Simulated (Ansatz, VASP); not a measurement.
## One calculation of Na, two programs

```
Na
1.0
     3.20905    0.00000    0.00000
     0.00000    3.20905    0.00000
     0.00000    0.00000    3.20905
Na
1
Direct
  0.00000 0.00000 0.00000
```

Alike in both runs: task single point; functional LDA; k mesh 11 × 11 × 11; occupations fermi-dirac, width 0.1 eV; no spin polarisation.

|  | VASP | Ansatz |
| --- | --- | --- |
| version | VASP 6.6.1 | Ansatz 0.2.0 |
| potentials or method | VASP PAW LDA potentials, release 64 (Na_pv), cutoff 520 eV | plane waves (420 eV) with PAW, scalar-relativistic |
| valence electrons in the cell | 7 | 9 |

Ansatz gave:

* pressure (GPa): 0.7

Question: Estimate VASP's values.

Answer: Pressure (GPa): 0.6.

Ansatz warns that its potentials were made for another functional, while VASP's fit it. LDA's correlation is that of Perdew and Zunger in VASP and of Perdew and Wang (1992) in Ansatz. VASP's potentials hold 7 valence electrons a cell and Ansatz's 9, so a difference there can come from the potentials and not from the codes.
